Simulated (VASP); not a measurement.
# GaAs (a) (F-43m) in VASP: single point with PBEsol

Aim: the single point of GaAs (a) with PBEsol.

All numbers are computed with VASP 6.6.1; they aren't measurements. Logs are shortened: lines on timing, memory, paths and dates and some standing lists are left out, and cuts for length are marked.

## (1) The cell of the first run

The structure is cubic, space group F-43m (No. 216). Conventional cell: a = 5.659 Å, b = 5.659 Å, c = 5.659 Å, α = 90.00°, β = 90.00°, γ = 90.00°. Ga (site symmetry -43m) has 4 As at 2.45 Å within 3.2 Å. Within 3.2 Å of As (site symmetry -43m) lie 4 Ga at 2.45 Å.

## (2) Single point, PBEsol

Input file INCAR:

```
ALGO = Normal
EDIFF = 1E-6
ENCUT = 500
GGA = PS
GGA_COMPAT = F
ISIF = 2
ISMEAR = 0
LASPH = T
LCHARG = T
LELF = T
LREAL = F
LVHAR = T
LWAVE = F
NBANDS = 16
NELM = 120
PREC = Accurate
SIGMA = 0.01
```

Input file KPOINTS:

```
k-points
0
Gamma
  10 10 10
```

Input file POSCAR:

```
GaAs
1.0
    0.0000000000      2.8295488630      2.8295488630
    2.8295488630      0.0000000000      2.8295488630
    2.8295488630      2.8295488630      0.0000000000
Ga As
1 1
Direct
    0.0000000000      0.0000000000      0.0000000000
    0.2500000000      0.2500000000      0.2500000000
```

Potentials or basis: VASP PAW PBE potentials, release 64 (Ga_d, As).

Launch:

```sh
$ cat potpaw_PBE.64/Ga_d/POTCAR potpaw_PBE.64/As/POTCAR > POTCAR
$ mpirun -np 1 vasp_std > vasp.out
```

OUTCAR:

```text
EDIFF = 1E-6
   ENCUT = 500
   GGA = PS
   ISIF = 2
   ISMEAR = 0
   LASPH = T
   LREAL = F
   NELM = 120
   PREC = Accurate

 ion  position               nearest neighbor table
   1  0.000  0.000  0.000-   2 2.45   2 2.45   2 2.45   2 2.45
   2  0.250  0.250  0.250-   1 2.45   1 2.45   1 2.45   1 2.45

  LATTYP: Found a face centered cubic cell.
 ALAT       =     5.6590977260

  Lattice vectors:

 A1 = (   0.0000000000,   2.8295488630,   2.8295488630)
 A2 = (   2.8295488630,   0.0000000000,   2.8295488630)
 A3 = (   2.8295488630,   2.8295488630,   0.0000000000)

Analysis of symmetry for initial positions (statically):
=====================================================================
 Subroutine PRICEL returns:
 Original cell was already a primitive cell.

 Routine SETGRP: Setting up the symmetry group for a
 face centered cubic supercell.

 Subroutine GETGRP returns: Found 24 space group operations
 (whereof 24 operations were pure point group operations)
 out of a pool of 48 trial point group operations.

The static configuration has the point symmetry T_d .

Analysis of symmetry for dynamics (positions and initial velocities):
=====================================================================
 Subroutine PRICEL returns:
 Original cell was already a primitive cell.

 Routine SETGRP: Setting up the symmetry group for a
 face centered cubic supercell.

 Subroutine GETGRP returns: Found 24 space group operations
 (whereof 24 operations were pure point group operations)
 out of a pool of 48 trial point group operations.

The dynamic configuration has the point symmetry T_d .

 Subroutine INISYM returns: Found 24 space group operations
 (whereof 24 operations are pure point group operations),
 and found     1 'primitive' translations

----------------------------------------------------------------------------------------

                                     Primitive cell

  volume of cell :      45.3087

  direct lattice vectors                    reciprocal lattice vectors
     0.000000000  2.829548863  2.829548863    -0.176706614  0.176706614  0.176706614
     2.829548863  0.000000000  2.829548863     0.176706614 -0.176706614  0.176706614
     2.829548863  2.829548863  0.000000000     0.176706614  0.176706614 -0.176706614

  length of vectors
     4.001586377  4.001586377  4.001586377     0.306064834  0.306064834  0.306064834

  position of ions in fractional coordinates (direct lattice)
     0.000000000  0.000000000  0.000000000
     0.250000000  0.250000000  0.250000000

  ion indices of the primitive-cell ions
   primitive index   ion index
                 1           1
                 2           2

----------------------------------------------------------------------------------------

 KPOINTS: k-points

Automatic generation of k-mesh.
 Grid dimensions read from file:
 generate k-points for:   10   10   10

 Generating k-lattice:

  Cartesian coordinates                     Fractional coordinates (reciprocal lattice)
    -0.017670661  0.017670661  0.017670661     0.100000000  0.000000000  0.000000000
     0.017670661 -0.017670661  0.017670661     0.000000000  0.100000000  0.000000000
     0.017670661  0.017670661 -0.017670661     0.000000000  0.000000000  0.100000000

  Length of vectors
     0.030606483  0.030606483  0.030606483

  Shift w.r.t. Gamma in fractional coordinates (k-lattice)
     0.000000000  0.000000000  0.000000000

 Subroutine IBZKPT returns following result:
 ===========================================

 Found     47 irreducible k-points:

 Following reciprocal coordinates:
            Coordinates               Weight
  0.000000  0.000000  0.000000      1.000000
  0.100000  0.000000  0.000000      8.000000
  0.200000  0.000000  0.000000      8.000000
  0.300000  0.000000  0.000000      8.000000
  0.400000  0.000000  0.000000      8.000000
  0.500000  0.000000  0.000000      4.000000
[... 16 lines left out ...]
  0.300000  0.300000  0.000000      6.000000
  0.400000  0.300000  0.000000     24.000000
 [... further k-points ...]
   k-points           NKPTS =     47   k-points in BZ     NKDIM =     47   number of bands    NBANDS=     16
   number of dos      NEDOS =    301   number of ions     NIONS =      2
   total plane-waves  NPLWV =  27000
   dimension x,y,z NGX =    30 NGY =   30 NGZ =   30
   dimension x,y,z NGXF=    60 NGYF=   60 NGZF=   60
   ions per type =               1   1
   NGX,Y,Z   is equivalent  to a cutoff of  12.46, 12.46, 12.46 a.u.
   NGXF,Y,Z  is equivalent  to a cutoff of  24.93, 24.93, 24.93 a.u.
 SYSTEM =  unknown system
   PREC   = accura    normal or accurate (medium, high low for compatibility)
   ISTART =      0    job   : 0-new  1-cont  2-samecut
   ICHARG =      2    charge: 1-file 2-atom 10-const
   ISPIN  =      1    spin polarized calculation?
   LNONCOLLINEAR =      F non collinear calculations
   LSORBIT =      F    spin-orbit coupling
   LASPH  =      T    aspherical Exc in radial PAW
   ENCUT  =  500.0 eV  36.75 Ry    6.06 a.u.   7.30  7.30  7.30*2*pi/ulx,y,z
   NELM   =    120;   NELMIN=  2; NELMDL= -5     # of ELM steps
   EDIFF  = 0.1E-05   stopping-criterion for ELM
   LREAL  =      F    real-space projection
   EDIFFG = 0.1E-04   stopping-criterion for IOM
   NSW    =      0    number of steps for IOM
   IBRION =     -1    ionic relax: 0-MD 1-quasi-New 2-CG
   NFREE  =      0    steps in history (QN), initial steepest desc. (CG)
   ISIF   =      2    stress and relaxation
   ISYM   =      2    0-nonsym 1-usesym 2-fastsym
   POTIM  = 0.5000    time-step for ionic-motion
   TEBEG  =    0.0;   TEEND  =   0.0 temperature during run
   PSTRESS=    0.0 pullay stress
   NELECT =      18.0000    total number of electrons
   NUPDOWN=      -1.0000    fix difference up-down
   EMIN   =  10.00;   EMAX   =-10.00  energy-range for DOS
   EFERMI =   0.00;   METHOD = LEGACY
   ISMEAR =     0;   SIGMA  =   0.01  broadening in eV -4-tet -1-fermi 0-gaus
   EFERMI_NEDOS =   21; number of points for ismear=-14 and -15
   IALGO  =     38    algorithm
   IMIX   =      4    mixing-type and parameters
     AMIX     =   0.40;   BMIX     =  1.00
     AMIX_MAG =   1.60;   BMIX_MAG =  1.00
  volume/ion in A,a.u.               =      22.65       152.88
  Fermi-wavevector in a.u.,A,eV,Ry     =   1.203479  2.274245 19.706153  1.448361
  Thomas-Fermi vector in A             =   2.339231
   LORBIT       =      0    0 simple, 1 ext, 2 COOP (PROOUT), +10 PAW based schemes
   GGA     = PS    functional components
   LHFCALC =     F    Hartree Fock is set to
   AEXX    =    0.0000 exact exchange contribution
   IVDW    =     0    specifies the selected vdW correction
   LEPSILON=     F    determine dielectric tensor
   LRPA    =     F    only Hartree local field effects (RPA)
 non-spin polarized calculation
 Gauss-broadening in eV      SIGMA  =   0.01
  energy-cutoff  :      500.00
  volume of cell :       45.31
 maximum number of plane-waves:      1179
 NGX is ok and might be reduce to    30
   NGX = 15   NGY = 15   NGZ = 15

 number of electron      17.9999993 magnetization

 Free energy of the ion-electron system (eV)
  ---------------------------------------------------
  ext. energy  EPLUGINS =         0.00000000
  ---------------------------------------------------
  free energy    TOTEN  =        -9.09144609 eV

  energy without entropy =       -9.09144609  energy(sigma->0) =       -9.09144609

 E-fermi :   3.8714     XC(G=0):  -9.7603

 val. band max:        3.7770810721   @ k =   0.0000   0.0000   0.0000
 cond. band min:       4.2117231013   @ k =   0.0000   0.0000   0.0000
 fundamental gap:      0.4346420293
 Fermi energy:         3.8714449008

 k-point     1 :       0.0000    0.0000    0.0000
  band No.  band energies     occupation
      1     -10.9918      2.00000
      2     -10.9918      2.00000
      3     -10.9918      2.00000
      4     -10.9124      2.00000
      5     -10.9124      2.00000
      6      -8.9546      2.00000
[... 8 lines left out ...]
     15      13.8795      0.00000
     16      13.8795      0.00000

 k-point     2 :       0.1000    0.0000    0.0000
  band No.  band energies     occupation
      1     -11.0009      2.00000
      2     -10.9895      2.00000
      3     -10.9895      2.00000
      4     -10.9126      2.00000
      5     -10.9126      2.00000
      6      -8.8369      2.00000
[... 8 lines left out ...]
     15      13.1761      0.00000
     16      13.1761      0.00000

 k-point     3 :       0.2000    0.0000    0.0000
  band No.  band energies     occupation
      1     -11.0229      2.00000
      2     -10.9838      2.00000
      3     -10.9838      2.00000
      4     -10.9125      2.00000
      5     -10.9125      2.00000
      6      -8.4987      2.00000
[... 8 lines left out ...]
     15      12.6739      0.00000
     16      12.6739      0.00000

 k-point     4 :       0.3000    0.0000    0.0000
  band No.  band energies     occupation
      1     -11.0475      2.00000
      2     -10.9777      2.00000
      3     -10.9777      2.00000
      4     -10.9115      2.00000
      5     -10.9115      2.00000
      6      -7.9921      2.00000
[... 8 lines left out ...]
     15      13.0495      0.00000
     16      13.0495      0.00000
[... 324 lines left out ...]
 k-point    22 :      -0.2000    0.2000    0.0000
  band No.  band energies     occupation
      1     -11.0542      2.00000
      2     -10.9742      2.00000
      3     -10.9725      2.00000
      4     -10.9155      2.00000
      5     -10.9105      2.00000
      6      -7.8179      2.00000
[... 8 lines left out ...]
     15      14.2621      0.00000
     16      15.0070      0.00000

 k-point    23 :       0.3000    0.3000    0.0000
  band No.  band energies     occupation
      1     -11.0720      2.00000
      2     -10.9602      2.00000
      3     -10.9602      2.00000
      4     -10.9284      2.00000
      5     -10.9041      2.00000
      6      -7.6569      2.00000
[... 8 lines left out ...]
     15      15.3156      0.00000
     16      16.0795      0.00000

 k-point    24 :       0.4000    0.3000    0.0000
  band No.  band energies     occupation
      1     -11.0843      2.00000
      2     -10.9557      2.00000
      3     -10.9542      2.00000
      4     -10.9303      2.00000
      5     -10.9029      2.00000
      6      -7.2166      2.00000
[... 8 lines left out ...]
     15      16.0143      0.00000
     16      16.4812      0.00000

 [... further k-points ...]
[... 5 lines left out ...]
  --------------------------------------------------------------------------------------
  -------------------------------------------------------------------------------------
  Total        0.0422555      0.0422555      0.0422555     -0.0000000      0.0000000      0.0000000
  in kB        1.4942119      1.4942119      1.4942119     -0.0000000      0.0000000      0.0000000
  external PRESSURE =       1.4942119 kB  Pullay stress =       0.0000000 kB

 VOLUME and BASIS-vectors are now :
 -----------------------------------------------------------------------------
  energy-cutoff  :      500.00
  volume of cell :       45.31
      direct lattice vectors                 reciprocal lattice vectors
     0.000000000  2.829548863  2.829548863    -0.176706614  0.176706614  0.176706614
     2.829548863  0.000000000  2.829548863     0.176706614 -0.176706614  0.176706614
     2.829548863  2.829548863  0.000000000     0.176706614  0.176706614 -0.176706614

 POSITION                                       TOTAL-FORCE (eV/Angst)
 -----------------------------------------------------------------------------------
      0.00000      0.00000      0.00000        -0.000000     -0.000000     -0.000000
      1.41477      1.41477      1.41477         0.000000      0.000000      0.000000
 -----------------------------------------------------------------------------------
    total drift:                               -0.000000     -0.000000      0.000000

  FREE ENERGIE OF THE ION-ELECTRON SYSTEM (eV)
  ---------------------------------------------------
  free  energy   TOTEN  =        -9.0914460907 eV

  energy  without entropy=       -9.0914460907  energy(sigma->0) =       -9.09144609
```

It took 31 s on 1 thread of Intel Xeon Platinum 8259CL at 2.50GHz (Skylake/Cascade Lake), shared host; peak memory 0.18 GiB.

Results:

```yaml
Free_energy: -9.0914 eV
Pressure: 0.1 GPa
Band_gap_on_the_k_mesh: 0.43 eV, direct
```

Caveat: the PAW data sets were made with another functional, which shifts forces and pressure a little.
